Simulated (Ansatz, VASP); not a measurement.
# Two plane-wave programs on Hf

```
Hf
1.0
     3.17116    0.00000    0.00000
    -1.58558    2.74631    0.00000
     0.00000    0.00000    5.01666
Hf
2
Direct
  0.33333 0.66667 0.25000
  0.66667 0.33333 0.75000
```

Alike in both runs: functional PBE; dispersion D3(BJ); k mesh 15 × 15 × 8; occupations gaussian, width 0.1 eV; no spin polarisation.

Ansatz relaxed the structure, and its values are those at the end. VASP's run is a single point on that final structure, the one shown.

|  | VASP | Ansatz |
| --- | --- | --- |
| version | VASP 6.6.1 | Ansatz 0.2.0 |
| potentials or method | VASP PAW PBE potentials, release 64 (Hf_pv), cutoff 520 eV | scalar-relativistic, plane waves, PAW |
| valence electrons in the cell | 20 | 52 |

```csv
,VASP,Ansatz,Ansatz less VASP
gap on the k mesh at the Fermi level (eV),none,none,-
pressure (GPa),-0.4,0.0,+0.43
```

A gap of «none» marks a metal or a gap that the smearing closes. VASP's potentials hold 20 valence electrons a cell and Ansatz's 52, so a difference there can come from the potentials and not from the codes.

Spin-orbit coupling is off throughout.
